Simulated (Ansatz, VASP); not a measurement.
# One calculation of GaP4, two programs

```
Ga P
1.0
     5.10312    0.00000    0.00000
     0.00000    5.10312    0.00000
     0.00000    0.00000    5.10312
Ga P
1 4
Direct
  0.00000 0.00000 0.00000
  0.34514 0.65486 0.65486
  0.65486 0.34514 0.65486
  0.65486 0.65486 0.34514
  0.34514 0.34514 0.34514
```

Change from the starting cell: species swapped into the SnI4 type (P-43m, No. 215).

Alike in both runs: functional PBE; k mesh 8 × 8 × 8; occupations gaussian, width 0.1 eV; no spin polarisation.

Ansatz relaxed the structure, and its values are those at the end. VASP's run is a single point on that final structure, the one shown.

|  | VASP | Ansatz |
| --- | --- | --- |
| version | VASP 6.6.1 | Ansatz 0.2.0 |
| potentials or method | VASP PAW PBE potentials, release 64 (Ga_d, P), cutoff 520 eV | scalar-relativistic, plane waves, PAW |
| valence electrons in the cell | 33 | 33 |

VASP gave:

* gap on the k mesh at the Fermi level (eV): none
* pressure (GPa): -0.2
* rms of the force components (eV/Å): 0.059

Task: Which values does Ansatz return?

Result: gap on the k mesh at the Fermi level (eV): none; pressure (GPa): 0.0; rms of the force components (eV/Å): 0.000.

A gap of «none» marks a metal or a gap that the smearing closes.
